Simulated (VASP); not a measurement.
Here is a VASP 6.6.1 calculation.

INCAR

```
SYSTEM = CdS
PREC = Accurate
ENCUT = 500
EDIFF = 1E-6
ISMEAR = -1
SIGMA = 0.05
LREAL = .FALSE.
LASPH = .TRUE.
NELM = 120
ALGO = Normal
ISIF = 2
LWAVE = .FALSE.
LCHARG = .FALSE.
GGA = PS
NBANDS = 16
GGA_COMPAT = .FALSE.
```

File KPOINTS:

```
Automatic mesh
0
G
  8 8 8
  0 0 0
```

The input POSCAR:

```
CdS
1.0
    0.0000000000      2.9127012686      2.9127012686
    2.9127012686      0.0000000000      2.9127012686
    2.9127012686      2.9127012686      0.0000000000
Cd S
1 1
Direct
    0.0000000000      0.0000000000      0.0000000000
    0.7500000000      0.7500000000      0.7500000000
```

Potentials or basis: VASP PAW PBE potentials, release 64 (Cd, S).

Run with:

```console
$ cat potpaw_PBE.64/Cd/POTCAR potpaw_PBE.64/S/POTCAR > POTCAR
$ mpirun -np 1 vasp_std > vasp.out
```

Problem. Predict the band gap on the k mesh.

Solution. 1.02 eV.

Problem. Estimate the pressure.

Solution. 0.3 GPa.

Caveat: the PAW data sets were made with another functional, which shifts forces and pressure a little. A hybrid or GW would open this gap; PBEsol tends to underestimate it.
